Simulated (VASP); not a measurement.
InGaO:

```
CELL_PARAMETERS angstrom
4.16978 0.00000 0.00000
0.00000 4.16978 0.00000
0.00000 0.00000 3.14643
ATOMIC_POSITIONS crystal
In 0.00000 0.00000 0.50000
Ga 0.50000 0.50000 0.50000
O 0.00000 0.00000 0.00000
```

The cell was generated, and may not be a known phase.

* Program: VASP 6.6.1
* Task: relaxation of cell and atoms
* Functional: PBE
* Potentials or basis: VASP PAW PBE potentials, release 64 (In_d, Ga_d, O)
* Cutoff: 600 eV
* k mesh: 4 × 4 × 6
* Occupations: gaussian, width 0.1 eV
* Spin: no spin polarisation

At the start: pressure 65.6 GPa; volume 18.24 Å³/atom.

Problem. Where does the relaxation end?

Solution. Over 11 steps the energy falls by 2213.6 meV/atom and the volume is 23.37 Å³/atom (+28.1 %); space group P4/mmm (No. 123, to 0.1 Å) before and after.

The path:
| step | energy change (eV) | largest force (eV/Å) | pressure (GPa) | volume (Å³) |
| --- | --- | --- | --- | --- |
| 1 | 0.0000 | 0.0000 | 65.62 | 54.71 |
| 2 | 0.4631 | 0.0000 | -18.81 | 119.27 |
| 3 | -6.2340 | 0.0000 | -7.09 | 81.27 |
| 4 | -6.4811 | 0.0000 | -5.12 | 78.02 |
| 5 | -6.6062 | 0.0000 | 0.22 | 72.78 |
| 6 | -6.6163 | 0.0000 | -1.32 | 74.03 |
| 7 | -6.6162 | 0.0000 | -0.85 | 73.63 |
| 8 | -6.6314 | 0.0000 | -0.44 | 72.08 |
| 9 | -6.6402 | 0.0000 | 0.29 | 69.89 |
| 10 | -6.6400 | 0.0000 | -0.37 | 70.36 |
| 11 | -6.6407 | 0.0000 | -0.01 | 70.10 |

Final structure:
```yaml
crystal:
  lattice:
    - [4.11653, 0.00000, 0.00000]
    - [0.00000, 4.11653, 0.00000]
    - [0.00000, 0.00000, 4.13680]
  atoms:
    - { symbol: In, position: [0.00000, 0.00000, 0.50000] }
    - { symbol: Ga, position: [0.50000, 0.50000, 0.50000] }
    - { symbol: O, position: [0.00000, 0.00000, 0.00000] }
```

Caveat: the k points lie up to 0.38 Å⁻¹ apart in the final cell, too coarse for converged energies and pressures of a metal; the volume moved by over 15 % at a fixed basis, so the end points are rough.
